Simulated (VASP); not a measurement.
W: single point with r2SCAN

W:

```
CELL_PARAMETERS angstrom
5.10307 0.00000 0.00000
0.00000 5.10307 0.00000
0.00000 0.00000 5.10307
ATOMIC_POSITIONS crystal
W 0.00000 0.00000 0.00000
W 0.50000 0.50000 0.50000
W 0.00000 0.50000 0.25000
W 0.00000 0.50000 0.75000
W 0.25000 0.00000 0.50000
W 0.75000 0.00000 0.50000
W 0.50000 0.75000 0.00000
W 0.50000 0.25000 0.00000
```

```
Program                : VASP 6.6.1
Task                   : single point
Functional             : r2SCAN
Potentials or basis    : VASP PAW PBE potentials, release 64 (W_sv)
Cutoff                 : 520 eV
k mesh                 : 8 × 8 × 8
Occupations            : gaussian, width 0.1 eV
Spin                   : no spin polarisation
Dipole correction      : no
Further INCAR settings : ALGO = Normal; EDIFF = 1e-07; NBANDS = 66
```

- Pressure: -7.7 GPa
- Band gap on the k mesh: zero (bands 56 and 57 overlap by 0.70 eV)

Levels at points of the mesh, in eV from the Fermi level:
```
           k point  band 54  band 55  band 56  band 57  band 58  band 59
(0.00, 0.00, 0.00)    -1.52    -0.41    -0.41    -0.41     1.69     1.69
(0.50, 0.00, 0.00)    -1.22    -0.92    -0.92     0.65     0.65     0.74
(0.50, 0.50, 0.00)    -0.82    -0.82     0.24     0.24     0.24     0.50
(0.50, 0.50, 0.50)    -1.53    -1.53    -1.53     1.40     1.40     1.40
```

Run time: 8.9 min on 1 thread of Intel(R) Xeon(R) Platinum 8559C (Emerald Rapids), with other jobs on the host, peak memory 0.38 GiB.

Caveat: the cell stands under tension; the PAW data sets were made with another functional, which shifts forces and pressure a little; spin-orbit coupling is left out, which moves the levels of the heavy elements.
